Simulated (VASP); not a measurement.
# Hf2N (P4_2/mnm) in VASP: further runs

Runs on Hf2N. Level: LDA. Tasks: single point.

All numbers are computed with VASP 6.6.1; they aren't measurements. Logs are shortened: lines on timing, memory, paths and dates and some standing lists are left out, and cuts for length are marked.

**1. The cell of the first run**

The structure is tetragonal, space group P4_2/mnm (No. 136). The conventional cell has a = 5.216 Å, b = 5.216 Å, c = 3.182 Å, α = 90.00°, β = 90.00°, γ = 90.00°. Hf (site symmetry m2m) has 3 N at 2.18 to 2.19 Å within 2.9 Å. N (site symmetry mmm) has 6 Hf at 2.18 to 2.19 Å within 2.9 Å.

**2. Single point, LDA (14.43 Å³/atom)**

Contents of INCAR:

```
SYSTEM = Hf2N
ALGO = Normal ; EDIFF = 1E-6
ENCUT = 520 ; GGA = CA
ISIF = 2 ; ISMEAR = -1
LASPH = .True. ; LCHARG = .True.
LELF = .True. ; LREAL = .False.
LVHAR = .True. ; LWAVE = .False.
NBANDS = 34 ; NELM = 60
PREC = Accurate ; SIGMA = 0.15
```

Contents of KPOINTS:

```
k-points
0
Gamma
  8 8 12
  0 0 0
```

Contents of POSCAR:

```
Hf2N
1.0
    5.2158925882      0.0000000000      0.0000000000
    0.0000000000      5.2158925882      0.0000000000
    0.0000000000      0.0000000000      3.1815373669
Hf N
4 2
Direct
    0.2949939445      0.2949939445      0.0000000000
    0.7050060555      0.7050060555      0.0000000000
    0.7949939445      0.2050060555      0.5000000000
    0.2050060555      0.7949939445      0.5000000000
    0.0000000000      0.0000000000      0.0000000000
    0.5000000000      0.5000000000      0.5000000000
```

Potentials or basis: VASP PAW LDA potentials, release 64 (Hf_pv, N).

Run with:

```bash
$ cat potpaw_LDA.64/Hf_pv/POTCAR potpaw_LDA.64/N/POTCAR > POTCAR
$ mpirun -np 1 vasp_std > vasp.out
```

OUTCAR:

```text
SYSTEM = Hf2N
   EDIFF = 1E-6
   ENCUT = 520
   GGA = CA
   ISIF = 2
   ISMEAR = -1
   LASPH = .True.
   LREAL = .False.
   NELM = 60
   PREC = Accurate

 ion  position               nearest neighbor table
   1  0.295  0.295  0.000-   5 2.18   6 2.19   6 2.19   2 3.02   4 3.09   3 3.09   4 3.09   3 3.09
                             4 3.09   4 3.09   3 3.09   3 3.09   2 3.75   2 3.75
   2  0.705  0.705  0.000-   5 2.18   6 2.19   6 2.19   1 3.02   4 3.09   3 3.09   4 3.09   3 3.09
                             3 3.09   3 3.09   4 3.09   4 3.09   1 3.75   1 3.75
   3  0.795  0.205  0.500-   6 2.18   5 2.19   5 2.19   4 3.02   1 3.09   1 3.09   2 3.09   2 3.09
                             2 3.09   2 3.09   1 3.09   1 3.09   4 3.75   4 3.75
   4  0.205  0.795  0.500-   6 2.18   5 2.19   5 2.19   3 3.02   1 3.09   1 3.09   2 3.09   2 3.09
                             1 3.09   1 3.09   2 3.09   2 3.09   3 3.75   3 3.75
   5  0.000  0.000  0.000-   1 2.18   2 2.18   3 2.19   4 2.19   3 2.19   4 2.19
   6  0.500  0.500  0.500-   3 2.18   4 2.18   1 2.19   2 2.19   1 2.19   2 2.19

  LATTYP: Found a simple tetragonal cell.
 ALAT       =     5.2158925882
 C/A-ratio  =     0.6099698782

  Lattice vectors:

 A1 = (   5.2158925882,   0.0000000000,   0.0000000000)
 A2 = (   0.0000000000,   5.2158925882,   0.0000000000)
 A3 = (   0.0000000000,   0.0000000000,   3.1815373669)

Analysis of symmetry for initial positions (statically):
=====================================================================
 Subroutine PRICEL returns:
 Original cell was already a primitive cell.

 Routine SETGRP: Setting up the symmetry group for a
 simple tetragonal supercell.

 Subroutine GETGRP returns: Found 16 space group operations
 (whereof  8 operations were pure point group operations)
 out of a pool of 16 trial point group operations.

The static configuration has the point symmetry D_2h.
 The point group associated with its full space group is D_4h.

Analysis of symmetry for dynamics (positions and initial velocities):
=====================================================================
 Subroutine PRICEL returns:
 Original cell was already a primitive cell.

 Routine SETGRP: Setting up the symmetry group for a
 simple tetragonal supercell.

 Subroutine GETGRP returns: Found 16 space group operations
 (whereof  8 operations were pure point group operations)
 out of a pool of 16 trial point group operations.

The dynamic configuration has the point symmetry D_2h.
 The point group associated with its full space group is D_4h.

 Subroutine INISYM returns: Found 16 space group operations
 (whereof  8 operations are pure point group operations),
 and found     1 'primitive' translations

----------------------------------------------------------------------------------------

                                     Primitive cell

  volume of cell :      86.5554

  direct lattice vectors                    reciprocal lattice vectors
     5.215892588  0.000000000  0.000000000     0.191721739  0.000000000  0.000000000
     0.000000000  5.215892588  0.000000000     0.000000000  0.191721739  0.000000000
     0.000000000  0.000000000  3.181537367     0.000000000  0.000000000  0.314313454

  length of vectors
     5.215892588  5.215892588  3.181537367     0.191721739  0.191721739  0.314313454

  position of ions in fractional coordinates (direct lattice)
     0.294993944  0.294993944  0.000000000
     0.705006056  0.705006056  0.000000000
     0.794993945  0.205006056  0.500000000
     0.205006056  0.794993945  0.500000000
     0.000000000  0.000000000  0.000000000
     0.500000000  0.500000000  0.500000000

  ion indices of the primitive-cell ions
   primitive index   ion index
                 1           1
                 2           2
                 3           3
                 4           4
                 5           5
                 6           6

----------------------------------------------------------------------------------------

 KPOINTS: k-points

Automatic generation of k-mesh.
 Grid dimensions read from file:
 generate k-points for:    8    8   12

 Generating k-lattice:

  Cartesian coordinates                     Fractional coordinates (reciprocal lattice)
     0.023965217  0.000000000  0.000000000     0.125000000  0.000000000  0.000000000
     0.000000000  0.023965217  0.000000000     0.000000000  0.125000000  0.000000000
     0.000000000  0.000000000  0.026192788     0.000000000  0.000000000  0.083333333

  Length of vectors
     0.023965217  0.023965217  0.026192788

  Shift w.r.t. Gamma in fractional coordinates (k-lattice)
     0.000000000  0.000000000  0.000000000

 Subroutine IBZKPT returns following result:
 ===========================================

 Found    105 irreducible k-points:

 Following reciprocal coordinates:
            Coordinates               Weight
  0.000000  0.000000  0.000000      1.000000
  0.125000  0.000000  0.000000      4.000000
[... 62 lines left out ...]
   NGX = 19   NGY = 19   NGZ = 11

 number of electron      49.9999998 magnetization

 Free energy of the ion-electron system (eV)
  ---------------------------------------------------
  ext. energy  EPLUGINS =         0.00000000
  ---------------------------------------------------
  free energy    TOTEN  =       -69.66363453 eV

  energy without entropy =      -69.47658841  energy(sigma->0) =      -69.57011147

 E-fermi :   6.2569     XC(G=0): -12.4587

 val. band max:        6.2240706342   @ k =   0.5000   0.0000   0.2500
 cond. band min:       6.2645237751   @ k =   0.2500   0.2500   0.3333
 fundamental gap:      0.0404531410
 Fermi energy:         6.2569435742

 k-point     1 :       0.0000    0.0000    0.0000
  band No.  band energies     occupation
      1     -24.8066      2.00000
      2     -24.1868      2.00000
      3     -24.1153      2.00000
      4     -24.1153      2.00000
      5     -23.8436      2.00000
      6     -23.6512      2.00000
[... 26 lines left out ...]
     33       9.6735      0.00000
     34       9.6735      0.00000

 k-point     2 :       0.1250    0.0000    0.0000
  band No.  band energies     occupation
      1     -24.7796      2.00000
      2     -24.1794      2.00000
      3     -24.1469      2.00000
      4     -24.0765      2.00000
      5     -23.8333      2.00000
      6     -23.6460      2.00000
[... 26 lines left out ...]
     33       9.6570      0.00000
     34      10.0594      0.00000

 k-point     3 :       0.2500    0.0000    0.0000
  band No.  band energies     occupation
      1     -24.7039      2.00000
      2     -24.2296      2.00000
      3     -24.1350      2.00000
      4     -23.9859      2.00000
      5     -23.8040      2.00000
      6     -23.6539      2.00000
[... 26 lines left out ...]
     33       9.6196      0.00000
     34      10.5133      0.00000

 k-point     4 :       0.3750    0.0000    0.0000
  band No.  band energies     occupation
      1     -24.5941      2.00000
      2     -24.3423      2.00000
      3     -24.0402      2.00000
      4     -23.8697      2.00000
      5     -23.7593      2.00000
      6     -23.7475      2.00000
[... 26 lines left out ...]
     33      10.0585      0.00000
     34      10.8702      0.00000

 k-point     5 :       0.5000    0.0000    0.0000
  band No.  band energies     occupation
      1     -24.4683      2.00000
      2     -24.4683      2.00000
      3     -23.9017      2.00000
      4     -23.9017      2.00000
      5     -23.7490      2.00000
      6     -23.7490      2.00000
[... 621 lines left out ...]
 k-point    22 :       0.2500    0.1250    0.0833
  band No.  band energies     occupation
      1     -24.6600      2.00000
      2     -24.2079      2.00000
      3     -24.1230      2.00000
      4     -23.9872      2.00000
      5     -23.8064      2.00000
      6     -23.6780      2.00000
[... 26 lines left out ...]
     33      10.1030      0.00000
     34      10.9673      0.00000

 k-point    23 :       0.3750    0.1250    0.0833
  band No.  band energies     occupation
      1     -24.5540      2.00000
      2     -24.3125      2.00000
      3     -24.0407      2.00000
      4     -23.9003      2.00000
      5     -23.7725      2.00000
      6     -23.7534      2.00000
[... 26 lines left out ...]
     33      10.4171      0.00000
     34      11.0141      0.00000

 k-point    24 :       0.5000    0.1250    0.0833
  band No.  band energies     occupation
      1     -24.4327      2.00000
      2     -24.4327      2.00000
      3     -23.9176      2.00000
      4     -23.9176      2.00000
      5     -23.8111      2.00000
      6     -23.8111      2.00000
[... 26 lines left out ...]
     33      10.4661      0.00000
     34      10.4661      0.00000

 [... further k-points ...]

------------------------ aborting loop because EDIFF is reached ----------------------------------------

  FORCE on cell =-STRESS in cart. coord.  units (eV):
  Direction    XX          YY          ZZ          XY          YZ          ZX
  --------------------------------------------------------------------------------------
  -------------------------------------------------------------------------------------
  Total        2.4096320      2.4096320      2.3183953     -0.0000000      0.0000000      0.0000000
  in kB       44.6033004     44.6033004     42.9144703     -0.0000000      0.0000000      0.0000000
  external PRESSURE =      44.0403570 kB  Pullay stress =       0.0000000 kB

 VOLUME and BASIS-vectors are now :
 -----------------------------------------------------------------------------
  energy-cutoff  :      520.00
  volume of cell :       86.56
      direct lattice vectors                 reciprocal lattice vectors
     5.215892588  0.000000000  0.000000000     0.191721739  0.000000000  0.000000000
     0.000000000  5.215892588  0.000000000     0.000000000  0.191721739  0.000000000
     0.000000000  0.000000000  3.181537367     0.000000000  0.000000000  0.314313454

 POSITION                                       TOTAL-FORCE (eV/Angst)
 -----------------------------------------------------------------------------------
      1.53866      1.53866      0.00000         0.000807      0.000807      0.000000
      3.67724      3.67724      0.00000        -0.000807     -0.000807      0.000000
      4.14660      1.06929      1.59077         0.000807     -0.000807      0.000000
      1.06929      4.14660      1.59077        -0.000807      0.000807      0.000000
      0.00000      0.00000      0.00000         0.000000      0.000000      0.000000
      2.60795      2.60795      1.59077         0.000000      0.000000      0.000000
 -----------------------------------------------------------------------------------
    total drift:                                0.000000     -0.000000      0.000000

  FREE ENERGIE OF THE ION-ELECTRON SYSTEM (eV)
  ---------------------------------------------------
  free  energy   TOTEN  =       -69.6636345264 eV

  energy  without entropy=      -69.4765884122  energy(sigma->0) =      -69.57011147
```

Run time: 5.3 min. Hardware: 1 thread of Intel Xeon 8259CL, shared host; peak memory 0.34 GiB.

What came out:

```
Free energy            : -69.6636 eV
Pressure               : 4.4 GPa
Band gap on the k mesh : zero (bands 25 and 26 overlap by 2.83 eV)
```

Stress tensor (GPa, compression positive):
```
4.46 0.00 0.00
0.00 4.46 0.00
0.00 0.00 4.29
```

Caveat: the cell stands under pressure; spin-orbit coupling is left out, which moves the levels of the heavy elements.

**3. Single point, LDA**

This run uses another cell than the first one, of 14.52 Å³/atom.

Contents of INCAR:

```
PREC = Accurate ; ENCUT = 520
EDIFF = 1E-6 ; ISMEAR = -1
SIGMA = 0.15 ; LREAL = False
LASPH = True ; NELM = 60
ALGO = Normal ; ISIF = 2
LWAVE = False ; LCHARG = True
LELF = True ; LVHAR = True
NBANDS = 34
```

Contents of KPOINTS:

```
Automatic mesh
0
Gamma
  8 8 12
```

Contents of POSCAR:

```
Hf2N
1.0
    5.2279404847      0.0000000000      0.0000000000
    0.0000000000      5.2279404847      0.0000000000
    0.0000000000      0.0000000000      3.1881858416
Hf N
4 2
Direct
    0.2950880879      0.2950880879      0.0000000000
    0.7049119121      0.7049119121      0.0000000000
    0.7950880879      0.2049119121      0.5000000000
    0.2049119121      0.7950880879      0.5000000000
    0.0000000000      0.0000000000      0.0000000000
    0.5000000000      0.5000000000      0.5000000000
```

Potentials or basis: VASP PAW LDA potentials, release 64 (Hf_pv, N).

Run with:

```bash
$ cat potpaw_LDA.64/Hf_pv/POTCAR potpaw_LDA.64/N/POTCAR > POTCAR
$ mpirun -np 1 vasp_std > vasp.out
```

It took 5.5 min on 1 thread of Intel Xeon 8259CL, shared host; peak memory 0.34 GiB.

The run converged. Its results:

- Free energy: -69.6770 eV
- Pressure: 2.8 GPa
- Band gap on the k mesh: zero (bands 25 and 26 overlap by 2.81 eV)

Stress tensor (GPa, compression positive):
```
2.89 0.00 0.00
0.00 2.89 0.00
0.00 0.00 2.72
```

Levels at points of the mesh, in eV from the Fermi level:
| k point | band 22 | band 23 | band 24 | band 25 | band 26 | band 27 | band 28 | band 29 |
| --- | --- | --- | --- | --- | --- | --- | --- | --- |
| (0.00, 0.00, 0.00) | -2.24 | 0.11 | 0.73 | 0.99 | 1.14 | 1.14 | 1.62 | 1.76 |
| (0.50, 0.00, 0.00) | -2.53 | -1.13 | -1.13 | 1.53 | 1.53 | 1.88 | 1.88 | 2.03 |
| (0.50, 0.50, 0.00) | -1.81 | -1.46 | -1.46 | 1.05 | 1.05 | 1.55 | 1.55 | 2.00 |
| (0.00, 0.00, 0.50) | -1.47 | -1.29 | -1.29 | -1.28 | -1.28 | 2.22 | 2.22 | 3.80 |
| (0.50, 0.00, 0.50) | -2.08 | -1.12 | -1.12 | -0.97 | -0.97 | 1.82 | 1.82 | 3.97 |
| (0.50, 0.50, 0.50) | -1.81 | -0.99 | -0.99 | -0.42 | -0.42 | 1.37 | 1.37 | 3.05 |

Caveat: spin-orbit coupling is left out, which moves the levels of the heavy elements.

**4. Single point, LDA**

This run uses another cell than the first one, of 14.72 Å³/atom.

Contents of INCAR:

```
SYSTEM = Hf2N
  PREC = Accurate
  ENCUT = 520
  EDIFF = 1E-7
  ISMEAR = -1
  SIGMA = 0.15
  LREAL = .FALSE.
  LASPH = .TRUE.
  NELM = 100
  ALGO = Normal
  ISIF = 2
  LWAVE = .FALSE.
  LCHARG = .TRUE.
  GGA = CA
  LELF = .TRUE.
  LVHAR = .TRUE.
  NBANDS = 34
```

Contents of KPOINTS:

```
regular mesh
0
G
  8 8 12
  0 0 0
```

Contents of POSCAR:

```
Hf2N
1.0
    5.2524320337      0.0000000000      0.0000000000
    0.0000000000      5.2524320337      0.0000000000
    0.0000000000      0.0000000000      3.2014546083
Hf N
4 2
Direct
    0.2952757076      0.2952757076      0.0000000000
    0.7047242924      0.7047242924      0.0000000000
    0.7952757076      0.2047242924      0.5000000000
    0.2047242924      0.7952757076      0.5000000000
    0.0000000000      0.0000000000      0.0000000000
    0.5000000000      0.5000000000      0.5000000000
```

Run with:

```bash
$ cat potpaw_LDA.64/Hf_pv/POTCAR potpaw_LDA.64/N/POTCAR > POTCAR
$ mpirun -np 1 vasp_std > vasp.out
```

Wall time 5.6 min (1 thread of Intel Xeon 8259CL, shared host); peak memory 0.34 GiB.

The run converged. Its results:

| Property | Result |
| --- | --- |
| Free energy | -69.6872 eV |
| Pressure | -0.2 GPa |
| Largest force | 0.003 eV/Å |
| Band gap on the k mesh | zero (bands 25 and 26 overlap by 2.78 eV) |

Forces on the atoms (eV/Å):
```
Hf   0.002  0.002  0.000
Hf  -0.002 -0.002  0.000
Hf   0.002 -0.002  0.000
Hf  -0.002  0.002  0.000
N    0.000  0.000  0.000
N    0.000  0.000  0.000
```

Stress tensor (GPa, compression positive):
```
-0.16  0.00  0.00
 0.00 -0.16  0.00
 0.00  0.00 -0.31
```

Levels at points of the mesh, in eV from the Fermi level:
```
           k point  band 22  band 23  band 24  band 25  band 26  band 27  band 28  band 29  band 30  band 31
(0.00, 0.00, 0.00)    -2.21     0.07     0.73     1.00     1.13     1.13     1.59     1.75     1.75     2.80
(0.50, 0.00, 0.00)    -2.51    -1.11    -1.11     1.50     1.50     1.86     1.86     2.00     2.00     3.82
(0.50, 0.50, 0.00)    -1.79    -1.45    -1.45     1.05     1.05     1.53     1.53     1.94     1.94     2.01
(0.00, 0.00, 0.50)    -1.46    -1.28    -1.28    -1.28    -1.28     2.19     2.19     3.75     3.75     4.38
(0.50, 0.00, 0.50)    -2.05    -1.13    -1.13    -0.96    -0.96     1.79     1.79     3.91     3.91     4.44
(0.50, 0.50, 0.50)    -1.77    -0.96    -0.96    -0.45    -0.45     1.34     1.34     3.00     3.00     4.75
```

Caveat: spin-orbit coupling is left out, which moves the levels of the heavy elements.

**5. Single point, LDA (15.01 Å³/atom)**

This run uses another cell than the first one, of 15.01 Å³/atom.

Contents of INCAR:

```
SYSTEM = Hf2N
PREC = Accurate
ENCUT = 520
EDIFF = 1E-7
ISMEAR = -1
SIGMA = 0.15
LREAL = .FALSE.
LASPH = .TRUE.
NELM = 80
ALGO = Normal
ISIF = 2
LWAVE = .FALSE.
LCHARG = .TRUE.
GGA = CA
LELF = .TRUE.
LVHAR = .TRUE.
NBANDS = 34
```

KPOINTS is that of step 4.

Contents of POSCAR:

```
Hf2N
1.0
    5.2886798922      0.0000000000      0.0000000000
    0.0000000000      5.2886798922      0.0000000000
    0.0000000000      0.0000000000      3.2208747775
Hf N
4 2
Direct
    0.2956087192      0.2956087192      0.0000000000
    0.7043912808      0.7043912808      0.0000000000
    0.7956087192      0.2043912808      0.5000000000
    0.2043912808      0.7956087192      0.5000000000
    0.0000000000      0.0000000000      0.0000000000
    0.5000000000      0.5000000000      0.5000000000
```

Run with:

```bash
$ cat potpaw_LDA.64/Hf_pv/POTCAR potpaw_LDA.64/N/POTCAR > POTCAR
$ mpirun -np 1 vasp_std > vasp.out
```

Run time: 5.9 min. Hardware: 1 thread of Intel Xeon 8259CL, shared host; peak memory 0.34 GiB.

Results (log left out):

| Property | Result |
| --- | --- |
| Free energy | -69.6624 eV |
| Pressure | -4.4 GPa |
| Largest force | 0.003 eV/Å |
| Band gap on the k mesh | zero (bands 25 and 26 overlap by 2.71 eV) |

Forces on the atoms (eV/Å):
```
Hf   0.002  0.002  0.000
Hf  -0.002 -0.002  0.000
Hf   0.002 -0.002  0.000
Hf  -0.002  0.002  0.000
N    0.000  0.000  0.000
N    0.000  0.000  0.000
```

Stress tensor (GPa, compression positive):
```
-4.32  0.00  0.00
 0.00 -4.32  0.00
 0.00  0.00 -4.46
```

Levels at points of the mesh, in eV from the Fermi level:
| k point | band 23 | band 24 | band 25 | band 26 | band 27 | band 28 | band 29 | band 30 |
| --- | --- | --- | --- | --- | --- | --- | --- | --- |
| (0.00, 0.00, 0.00) | 0.01 | 0.73 | 1.00 | 1.10 | 1.10 | 1.53 | 1.73 | 1.73 |
| (0.50, 0.00, 0.00) | -1.09 | -1.09 | 1.46 | 1.46 | 1.83 | 1.83 | 1.95 | 1.95 |
| (0.50, 0.50, 0.00) | -1.42 | -1.42 | 1.05 | 1.05 | 1.50 | 1.50 | 1.84 | 1.84 |
| (0.00, 0.00, 0.50) | -1.27 | -1.27 | -1.26 | -1.26 | 2.15 | 2.15 | 3.69 | 3.69 |
| (0.50, 0.00, 0.50) | -1.13 | -1.13 | -0.95 | -0.95 | 1.76 | 1.76 | 3.83 | 3.83 |
| (0.50, 0.50, 0.50) | -0.92 | -0.92 | -0.49 | -0.49 | 1.28 | 1.28 | 2.93 | 2.93 |

Caveat: the cell stands under tension; spin-orbit coupling is left out, which moves the levels of the heavy elements.

**6. Summary**

| cell | gap on the mesh (eV) | pressure (GPa) |
| --- | --- | --- |
| a = 5.216, b = 5.216, c = 3.182 Å, 6 atoms | none | 4.4 |
| a = 5.228, b = 5.228, c = 3.188 Å, 6 atoms | none | 2.8 |
| a = 5.252, b = 5.252, c = 3.201 Å, 6 atoms | none | -0.2 |
| a = 5.289, b = 5.289, c = 3.221 Å, 6 atoms | none | -4.4 |

Alike in all rows: task single point; level LDA; potentials or basis VASP PAW LDA potentials, release 64 (Hf_pv, N); no spin polarisation; k mesh 8 × 8 × 12; cutoff (eV) 520; smearing fermi-dirac 0.15 eV.

Caveats: spin-orbit coupling is left out, which moves the levels of the heavy elements; the cell stands under pressure (at least some runs); the cell stands under tension (at least some runs).

Total energies depend on the potentials used, so only differences within one code and one set of settings carry meaning.
